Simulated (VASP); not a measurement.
A run of VASP 6.6.1 is set up as follows.

INCAR

```
SYSTEM = Li3TaO4
ALGO = Normal
EDIFF = 1E-6
ENCUT = 880
GGA = PS
GGA_COMPAT = .False.
ISIF = 2
ISMEAR = 0
LASPH = .True.
LCHARG = .False.
LREAL = .False.
LWAVE = .False.
NBANDS = 33
NELM = 120
PREC = Accurate
SIGMA = 0.05
```

KPOINTS

```
k-points
0
Gamma
  10 10 10
  0 0 0
```

File POSCAR:

```
Li3TaO4
1.0
   -2.0422644308      2.0422644308      4.2529592940
    2.0422644308     -2.0422644308      4.2529592940
    2.0422644308      2.0422644308     -4.2529592940
Li Ta O
3 1 4
Direct
    0.5229252135      0.5229252135      0.0000000000
    0.2519362554      0.7519362554      0.5000000000
    0.7519362554      0.2519362554      0.5000000000
   -0.0005640607     -0.0005640607      0.0000000000
   -0.0002862996      0.4997137004      0.5000000000
    0.7719232568      0.7719232568      0.0000000000
    0.4997137004     -0.0002862996      0.5000000000
    0.2234046014      0.2234046014      0.0000000000
```

Potentials or basis: VASP PAW PBE potentials, release 64 (Li_sv, Ta_sv_GW, O).

Launch:

```sh
$ cat potpaw_PBE.64/Li_sv/POTCAR potpaw_PBE.64/Ta_sv_GW/POTCAR potpaw_PBE.64/O/POTCAR > POTCAR
$ mpirun -np 1 vasp_std > vasp.out
```

Problem. Predict the pressure.

Solution. 0.5 GPa.

Problem. What does it give for the band gap on the k mesh?

Solution. 1.60 eV (least direct gap 1.66 eV).

Problem. Estimate the largest force.

Solution. 0.112 eV/Å.

Stress tensor (GPa, compression positive):
```
0.05 0.00 0.00
0.00 0.05 0.00
0.00 0.00 1.38
```

Caveat: the cell differs from its parent crystal (atoms displaced along a vibrational mode); the PAW data sets were made with another functional, which shifts forces and pressure a little; spin-orbit coupling is left out, which moves the levels of the heavy elements. A k mesh can miss the band edges.
